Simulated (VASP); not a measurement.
# BN (P6_3/mmc) in VASP: a series of runs

The runs below take BN through single point, with PBEsol.

Everything below comes from runs of VASP 6.6.1. Logs are shortened: lines on timing, memory, paths and dates and some standing lists are left out, and cuts for length are marked.

## Step 1: The cell of the first run

The structure is hexagonal, space group P6_3/mmc (No. 194). Conventional cell: a = 2.504 Å, b = 2.504 Å, c = 6.809 Å, α = 90.00°, β = 90.00°, γ = 120.00°. Within 1.9 Å of B (site symmetry -6m2) lie 3 N at 1.45 Å. Within 1.9 Å of N (site symmetry -6m2) lie 3 B at 1.45 Å.

## Step 2: Single point, PBEsol (strain -0.0300 x Voigt [0, 0, 1, 0, 0, 0])

Input file INCAR:

```
SYSTEM = BN
PREC = Accurate
ENCUT = 520
EDIFF = 1E-6
ISMEAR = 0
SIGMA = 0.05
LREAL = .FALSE.
LASPH = .TRUE.
NELM = 80
ALGO = Normal
ISIF = 2
LWAVE = .FALSE.
LCHARG = .FALSE.
GGA = PS
NBANDS = 16
```

Input file KPOINTS:

```
regular mesh
0
G
  12 12 4
  0 0 0
```

Input file POSCAR:

```
BN
1.0
    2.5043488457      0.0000000000      0.0000000000
   -1.2521744229      2.1688297203      0.0000000000
    0.0000000000      0.0000000000      6.8085228040
B N
2 2
Direct
    0.3333333333      0.6666666667      0.2500000000
    0.6666666667      0.3333333333      0.7500000000
    0.3333333333      0.6666666667      0.7500000000
    0.6666666667      0.3333333333      0.2500000000
```

Potentials or basis: VASP PAW PBE potentials, release 64 (B, N).

Command:

```sh
$ cat potpaw_PBE.64/B/POTCAR potpaw_PBE.64/N/POTCAR > POTCAR
$ mpirun -np 1 vasp_std > vasp.out
```

OUTCAR:

```text
SYSTEM = BN
   PREC = Accurate
   ENCUT = 520
   EDIFF = 1E-6
   ISMEAR = 0
   LREAL = .FALSE.
   LASPH = .TRUE.
   NELM = 80
   ISIF = 2
   GGA = PS

 ion  position               nearest neighbor table
   1  0.333  0.667  0.250-   4 1.45   4 1.45   4 1.45
   2  0.667  0.333  0.750-   3 1.45   3 1.45   3 1.45
   3  0.333  0.667  0.750-   2 1.45   2 1.45   2 1.45
   4  0.667  0.333  0.250-   1 1.45   1 1.45   1 1.45

  LATTYP: Found a hexagonal cell.
 ALAT       =     2.5043488457
 C/A-ratio  =     2.7186798739

  Lattice vectors:

 A1 = (   2.5043488457,   0.0000000000,   0.0000000000)
 A2 = (  -1.2521744229,   2.1688297203,   0.0000000000)
 A3 = (   0.0000000000,   0.0000000000,   6.8085228040)

Analysis of symmetry for initial positions (statically):
=====================================================================
 Subroutine PRICEL returns:
 Original cell was already a primitive cell.

 Routine SETGRP: Setting up the symmetry group for a
 hexagonal supercell.

 Subroutine GETGRP returns: Found 24 space group operations
 (whereof 12 operations were pure point group operations)
 out of a pool of 24 trial point group operations.

The static configuration has the point symmetry D_3d.
 The point group associated with its full space group is D_6h.

Analysis of symmetry for dynamics (positions and initial velocities):
=====================================================================
 Subroutine PRICEL returns:
 Original cell was already a primitive cell.

 Routine SETGRP: Setting up the symmetry group for a
 hexagonal supercell.

 Subroutine GETGRP returns: Found 24 space group operations
 (whereof 12 operations were pure point group operations)
 out of a pool of 24 trial point group operations.

The dynamic configuration has the point symmetry D_3d.
 The point group associated with its full space group is D_6h.

 Subroutine INISYM returns: Found 24 space group operations
 (whereof 12 operations are pure point group operations),
 and found     1 'primitive' translations

----------------------------------------------------------------------------------------

                                     Primitive cell

  volume of cell :      36.9805

  direct lattice vectors                    reciprocal lattice vectors
     2.504348846  0.000000000  0.000000000     0.399305393  0.230539076  0.000000000
    -1.252174423  2.168829720  0.000000000     0.000000000  0.461078152  0.000000000
     0.000000000  0.000000000  6.808522804     0.000000000  0.000000000  0.146874738

  length of vectors
[... 86 lines left out ...]
   EDIFF  = 0.1E-05   stopping-criterion for ELM
   LREAL  =      F    real-space projection
   EDIFFG = 0.1E-04   stopping-criterion for IOM
   NSW    =      0    number of steps for IOM
   IBRION =     -1    ionic relax: 0-MD 1-quasi-New 2-CG
   NFREE  =      0    steps in history (QN), initial steepest desc. (CG)
   ISIF   =      2    stress and relaxation
   ISYM   =      2    0-nonsym 1-usesym 2-fastsym
   POTIM  = 0.5000    time-step for ionic-motion
   TEBEG  =    0.0;   TEEND  =   0.0 temperature during run
   PSTRESS=    0.0 pullay stress
   NELECT =      16.0000    total number of electrons
   NUPDOWN=      -1.0000    fix difference up-down
   EMIN   =  10.00;   EMAX   =-10.00  energy-range for DOS
   EFERMI =   0.00;   METHOD = LEGACY
   ISMEAR =     0;   SIGMA  =   0.05  broadening in eV -4-tet -1-fermi 0-gaus
   EFERMI_NEDOS =   21; number of points for ismear=-14 and -15
   IALGO  =     38    algorithm
   IMIX   =      4    mixing-type and parameters
     AMIX     =   0.40;   BMIX     =  1.00
     AMIX_MAG =   1.60;   BMIX_MAG =  1.00
  volume/ion in A,a.u.               =       9.25        62.39
  Fermi-wavevector in a.u.,A,eV,Ry     =   1.238199  2.339857 20.859591  1.533137
  Thomas-Fermi vector in A             =   2.372734
   LORBIT       =      0    0 simple, 1 ext, 2 COOP (PROOUT), +10 PAW based schemes
   GGA     = PS    functional components
   LHFCALC =     F    Hartree Fock is set to
   AEXX    =    0.0000 exact exchange contribution
   IVDW    =     0    specifies the selected vdW correction
   LEPSILON=     F    determine dielectric tensor
   LRPA    =     F    only Hartree local field effects (RPA)
 non-spin polarized calculation
 Gauss-broadening in eV      SIGMA  =   0.05
  energy-cutoff  :      520.00
  volume of cell :       36.98
 maximum number of plane-waves:      1010
 NGX is ok and might be reduce to    20
   NGX =  9   NGY =  9   NGZ = 25

 number of electron      16.0000000 magnetization

 Free energy of the ion-electron system (eV)
  ---------------------------------------------------
  ext. energy  EPLUGINS =         0.00000000
  ---------------------------------------------------
  free energy    TOTEN  =       -36.56921184 eV

  energy without entropy =      -36.56921184  energy(sigma->0) =      -36.56921184

 E-fermi :   2.2812     XC(G=0): -10.1337

 val. band max:        1.9898828155   @ k =   0.3333   0.3333   0.5000
 cond. band min:       6.1977882345   @ k =   0.5000   0.0000   0.0000
 fundamental gap:      4.2079054189
 Fermi energy:         2.2811532205

 k-point     1 :       0.0000    0.0000    0.0000
  band No.  band energies     occupation
      1     -15.7436      2.00000
      2     -15.4931      2.00000
      3      -4.1924      2.00000
      4      -2.2635      2.00000
      5       0.6833      2.00000
      6       0.6833      2.00000
[... 433 lines left out ...]
      3      -4.8883      2.00000
      4      -4.8417      2.00000
      5      -1.5775      2.00000
      6      -1.5426      2.00000
[... 8 lines left out ...]
     15      18.5220      0.00000
     16      20.5387      0.00000

 [... further k-points ...]
[... 5 lines left out ...]
  --------------------------------------------------------------------------------------
  -------------------------------------------------------------------------------------
  Total        0.1272674      0.1272674      0.0660110     -0.0000000      0.0000000      0.0000000
  in kB        5.5138464      5.5138464      2.8599195     -0.0000000      0.0000000      0.0000000
  external PRESSURE =       4.6292041 kB  Pullay stress =       0.0000000 kB

 VOLUME and BASIS-vectors are now :
 -----------------------------------------------------------------------------
  energy-cutoff  :      520.00
  volume of cell :       36.98
      direct lattice vectors                 reciprocal lattice vectors
     2.504348846  0.000000000  0.000000000     0.399305393  0.230539076  0.000000000
    -1.252174423  2.168829720  0.000000000     0.000000000  0.461078152  0.000000000
     0.000000000  0.000000000  6.808522804     0.000000000  0.000000000  0.146874738

 POSITION                                       TOTAL-FORCE (eV/Angst)
 -----------------------------------------------------------------------------------
     -0.00000      1.44589      1.70213         0.000000     -0.000000      0.000000
      1.25217      0.72294      5.10639        -0.000000      0.000000      0.000000
     -0.00000      1.44589      5.10639         0.000000      0.000000      0.000000
      1.25217      0.72294      1.70213        -0.000000      0.000000      0.000000
 -----------------------------------------------------------------------------------
    total drift:                               -0.000000      0.000000      0.000000

  FREE ENERGIE OF THE ION-ELECTRON SYSTEM (eV)
  ---------------------------------------------------
  free  energy   TOTEN  =       -36.5692118449 eV

  energy  without entropy=      -36.5692118449  energy(sigma->0) =      -36.56921184
```

OSZICAR:

```text
N       E                     dE             d eps       ncg     rms          rms(c)
DAV:   1     0.492379737742E+02    0.49238E+02   -0.78917E+03  1832   0.921E+02
DAV:   2    -0.365878121521E+02   -0.85826E+02   -0.77901E+02  2584   0.220E+02
DAV:   3    -0.400063901987E+02   -0.34186E+01   -0.34001E+01  2376   0.431E+01
DAV:   4    -0.400291255957E+02   -0.22735E-01   -0.22731E-01  2232   0.390E+00
DAV:   5    -0.400293395286E+02   -0.21393E-03   -0.21393E-03  2384   0.362E-01    0.110E+01
DAV:   6    -0.369517070060E+02    0.30776E+01   -0.48886E+00  2368   0.168E+01    0.504E+00
DAV:   7    -0.366573748554E+02    0.29433E+00   -0.52972E-01  2424   0.526E+00    0.310E+00
DAV:   8    -0.365729505316E+02    0.84424E-01   -0.22241E-01  2320   0.314E+00    0.467E-01
DAV:   9    -0.365684046104E+02    0.45459E-02   -0.14522E-02  2072   0.966E-01    0.180E-01
DAV:  10    -0.365691114786E+02   -0.70687E-03   -0.10871E-03  2120   0.251E-01    0.300E-02
DAV:  11    -0.365692016685E+02   -0.90190E-04   -0.66802E-05  2248   0.630E-02    0.211E-02
DAV:  12    -0.365692117503E+02   -0.10082E-04   -0.21661E-05  2096   0.307E-02    0.190E-03
DAV:  13    -0.365692118449E+02   -0.94570E-07   -0.46454E-07  1936   0.547E-03
   1 F= -.36569212E+02 E0= -.36569212E+02  d E =-.358593E-18
```

It took 42 s on 1 thread of Intel Xeon 8259CL, shared host; peak memory 0.16 GiB.

What came out:

| Item | Value |
| --- | --- |
| Free energy | -36.5692 eV |
| Pressure | 0.5 GPa |
| Band gap on the k mesh | 4.21 eV, indirect (least direct gap 4.59 eV) |

Caveat: the cell differs from its parent crystal (strain -0.0300 x Voigt [0, 0, 1, 0, 0, 0]); the PAW data sets were made with another functional, which shifts forces and pressure a little; this functional lacks dispersion, which binds the layers, so the pressure and a relaxed spacing across them are unreliable. A k mesh can miss the band edges.

## Step 3: Single point, PBEsol (strain -0.0200 x Voigt [0, 0, 1, 0, 0, 0])

Input file INCAR:

```
ALGO     = Normal         # electronic algorithm
EDIFF    = 1E-6           # SCF threshold, eV
ENCUT    = 520            # plane-wave cutoff, eV
GGA      = PS             # functional
ISIF     = 2              # what is computed and relaxed
ISMEAR   = 0              # smearing method
LASPH    = T              # aspherical terms in the spheres
LCHARG   = T              # write CHGCAR
LELF     = T              # ELF
LREAL    = F              # projectors in reciprocal space
LVHAR    = T            
LWAVE    = F              # write WAVECAR
NBANDS   = 16             # bands
NELM     = 80             # most SCF steps
PREC     = Accurate       # precision mode
SIGMA    = 0.05           # smearing width, eV
```

Input file KPOINTS:

```
k-points
0
Gamma
  12 12 4
```

POSCAR: that of step 2 with these lines changed.

```diff
@@ -4,3 +4,3 @@
    -1.2521744229      2.1688297203      0.0000000000
-    0.0000000000      0.0000000000      6.8085228040
+    0.0000000000      0.0000000000      6.8787137607
 B N
```

Potentials or basis: VASP PAW PBE potentials, release 64 (B, N).

Command:

```sh
$ cat potpaw_PBE.64/B/POTCAR potpaw_PBE.64/N/POTCAR > POTCAR
$ mpirun -np 1 vasp_std > vasp.out
```

Run time: 52 s. Hardware: 1 thread of Intel Xeon 8259CL, shared host; peak memory 0.16 GiB.

The run converged. Its results:

| Item | Value |
| --- | --- |
| Free energy | -36.5701 eV |
| Pressure | 0.4 GPa |
| Band gap on the k mesh | 4.22 eV, indirect (least direct gap 4.59 eV) |

Stress tensor (GPa, compression positive):
```
0.53 0.00 0.00
0.00 0.53 0.00
0.00 0.00 0.13
```

Levels at points of the mesh, in eV from the valence-band top:
| k point | band 5 | band 6 | band 7 | band 8 | band 9 | band 10 | band 11 | band 12 |
| --- | --- | --- | --- | --- | --- | --- | --- | --- |
| (0.00, 0.00, 0.00) | -1.31 | -1.31 | -1.28 | -1.28 | 4.86 | 9.75 | 11.51 | 11.51 |
| (0.50, 0.00, 0.00) | -4.13 | -4.08 | -1.36 | -0.51 | 4.22 | 5.44 | 9.42 | 9.91 |
| (0.00, 0.00, 0.50) | -1.29 | -1.29 | -1.29 | -1.29 | 7.07 | 7.07 | 11.56 | 11.56 |
| (0.50, 0.00, 0.50) | -4.11 | -4.11 | -0.93 | -0.93 | 4.66 | 4.66 | 9.82 | 9.82 |

Caveat: the cell differs from its parent crystal (strain -0.0200 x Voigt [0, 0, 1, 0, 0, 0]); the PAW data sets were made with another functional, which shifts forces and pressure a little; this functional lacks dispersion, which binds the layers, so the pressure and a relaxed spacing across them are unreliable. A k mesh can miss the band edges.

## Step 4: Single point, PBEsol (strain -0.0100 x Voigt [0, 0, 1, 0, 0, 0])

Input file INCAR:

```
PREC = Accurate
ENCUT = 520
EDIFF = 1E-6
ISMEAR = 0
SIGMA = 0.05
LREAL = F
LASPH = T
NELM = 60
ALGO = Normal
ISIF = 2
LWAVE = F
LCHARG = T
GGA = PS
LELF = T
LVHAR = T
NBANDS = 16
```

Input file KPOINTS:

```
regular mesh
0
Gamma
  12 12 4
```

POSCAR: that of step 3 with these lines changed.

```diff
@@ -4,3 +4,3 @@
    -1.2521744229      2.1688297203      0.0000000000
-    0.0000000000      0.0000000000      6.8787137607
+    0.0000000000      0.0000000000      6.9489047175
 B N
```

Command:

```sh
$ cat potpaw_PBE.64/B/POTCAR potpaw_PBE.64/N/POTCAR > POTCAR
$ mpirun -np 1 vasp_std > vasp.out
```

Wall time 61 s (1 thread of Intel Xeon 8259CL, shared host); peak memory 0.16 GiB.

Results (log left out):

```
Free energy            : -36.5706 eV
Pressure               : 0.3 GPa
Band gap on the k mesh : 4.24 eV, indirect (least direct gap 4.59 eV)
```

Stress tensor (GPa, compression positive):
```
0.51 0.00 0.00
0.00 0.51 0.00
0.00 0.00 0.00
```

Levels at points of the mesh, in eV from the valence-band top:
| k point | band 5 | band 6 | band 7 | band 8 | band 9 | band 10 | band 11 | band 12 |
| --- | --- | --- | --- | --- | --- | --- | --- | --- |
| (0.00, 0.00, 0.00) | -1.31 | -1.31 | -1.28 | -1.28 | 4.81 | 9.63 | 11.52 | 11.52 |
| (0.50, 0.00, 0.00) | -4.13 | -4.09 | -1.34 | -0.53 | 4.24 | 5.40 | 9.41 | 9.91 |
| (0.00, 0.00, 0.50) | -1.30 | -1.30 | -1.30 | -1.30 | 6.96 | 6.96 | 11.56 | 11.56 |
| (0.50, 0.00, 0.50) | -4.11 | -4.11 | -0.92 | -0.92 | 4.66 | 4.66 | 9.82 | 9.82 |

Caveat: the cell differs from its parent crystal (strain -0.0100 x Voigt [0, 0, 1, 0, 0, 0]); the PAW data sets were made with another functional, which shifts forces and pressure a little; this functional lacks dispersion, which binds the layers, so the pressure and a relaxed spacing across them are unreliable.

(Continued in part 2 of 2.)
